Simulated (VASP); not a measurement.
Runs of VASP 6.6.1 on RbBr. The structure is that of space group Fmmm (No. 69), or close to it. The cells are those of the table. 

```tsv
cell	gap on the mesh (eV)	pressure (GPa)
a = 5.032, b = 4.669, c = 4.861 Å, angles 63.7, 56.3, 60.0°, 2 atoms	(b)	2.0
a = 4.713, b = 4.985, c = 4.855 Å, angles 57.2, 62.8, 60.0°, 2 atoms	4.25	1.5
a = 4.540, b = 5.175, c = 4.889 Å, angles 53.5, 66.5, 60.0°, 2 atoms	3.86	(c)
a = 4.626, b = 5.079, c = 4.868 Å, angles 55.4, 64.6, 60.0°, 2 atoms	4.11	2.5
a = 5.223, b = 4.498, c = 4.901 Å, angles 67.4, 52.6, 60.0°, 2 atoms	3.69	5.3
a = 4.757, b = 4.939, c = 4.851 Å, angles 58.1, 61.9, 60.0°, 2 atoms	4.30	1.2
a = 4.583, b = 5.127, c = 4.878 Å, angles 54.5, 65.5, 60.0°, 2 atoms	4.00	(a)
```

Alike in all rows: task single point; level PBE; potentials or basis VASP PAW PBE potentials, release 64 (Rb_sv, Br); no spin polarisation; k mesh 6 × 6 × 6; cutoff (eV) 520; smearing gaussian 0.05 eV.

Question: Fill in the values left out.

Answer: (a) 3.2; (b) 4.19; (c) 4.2.

Caveats: the cell stands under pressure (at least some runs).

A k mesh can miss the band edges, and the runs leave out spin-orbit coupling on Br, Rb.
